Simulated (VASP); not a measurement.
A run of VASP 6.6.1 is set up as follows.

INCAR

```
PREC = Accurate ; ENCUT = 520
EDIFF = 1E-8 ; ISMEAR = -1
SIGMA = 0.02 ; LREAL = False
LASPH = True ; NELM = 60
ALGO = Normal ; ISIF = 2
LWAVE = False ; LCHARG = False
LEFG = True ; NBANDS = 24
```

File KPOINTS:

```
regular mesh
0
Gamma
  6 6 6
```

The input POSCAR:

```
ScF3
1.0
    3.9990303345      0.0000000000      0.0000000000
    0.0000000000      3.9990303345      0.0000000000
    0.0000000000      0.0000000000      3.9990303345
Sc F
1 3
Direct
    0.0000000000      0.0000000000      0.0000000000
    0.5000000000      0.0000000000      0.0000000000
    0.0000000000      0.5000000000      0.0000000000
    0.0000000000      0.0000000000      0.5000000000
```

Potentials or basis: VASP PAW LDA potentials, release 64 (Sc_sv, F).

The run is started by

```bash
$ cat potpaw_LDA.64/Sc_sv/POTCAR potpaw_LDA.64/F/POTCAR > POTCAR
$ mpirun -np 1 vasp_std > vasp.out
```

(1) What does it give for the band gap on the k mesh?

(2) Predict the pressure.

## Answers

(1) 6.24 eV, indirect (least direct gap 6.77 eV).

(2) -1.3 GPa.

Caveat: without QUAD_EFG the Cq values of the log hold for a quadrupole moment of 1 mb, not for the nuclei.
